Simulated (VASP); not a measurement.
Input of a VASP 6.6.1 run:

Contents of INCAR:

```
PREC = Accurate
ENCUT = 600
EDIFF = 1E-6
ISMEAR = 0
SIGMA = 0.2
LREAL = False
LASPH = True
NELM = 120
ALGO = Normal
ISIF = 2
LWAVE = False
LCHARG = False
GGA = PE
NBANDS = 34
GGA_COMPAT = False
```

KPOINTS

```
regular mesh
0
Gamma
  4 4 4
```

Contents of POSCAR:

```
Be3Cd2O3
1.0
    4.7084735763      0.0000000000      0.0000000000
   -2.3542367882      4.0776577301      0.0000000000
    0.0000000000      0.0000000000      6.9578251835
Be Cd O
3 2 3
Direct
    0.3328274191      0.0000000000      0.0000000000
    0.0000000000      0.3328274191      0.0000000000
    0.6671725809      0.6671725809      0.0000000000
    0.6666666667      0.3333333333      0.5000000000
    0.3333333333      0.6666666667      0.5000000000
    0.3336927131      0.3336927131      0.0000000000
    0.6663072869      0.0000000000      0.0000000000
    0.0000000000      0.6663072869      0.0000000000
```

Potentials or basis: VASP PAW PBE potentials, release 64 (Be, Cd, O).

Command:

```console
$ cat potpaw_PBE.64/Be/POTCAR potpaw_PBE.64/Cd/POTCAR potpaw_PBE.64/O/POTCAR > POTCAR
$ mpirun -np 1 vasp_std > vasp.out
```

Question: What does it give for the largest force?

Answer: 0.003 eV/Å.

Question: What does it give for the pressure?

Answer: 0.2 GPa.

Forces in eV/Å, atoms in the order of the input:
```
Be   0.001  0.000  0.000
Be  -0.001  0.001  0.000
Be  -0.001 -0.001  0.000
Cd   0.000  0.000  0.000
Cd   0.000  0.000  0.000
O   -0.002 -0.003  0.000
O    0.003  0.000  0.000
O   -0.002  0.003  0.000
```

Caveat: the k points lie up to 0.39 Å⁻¹ apart.
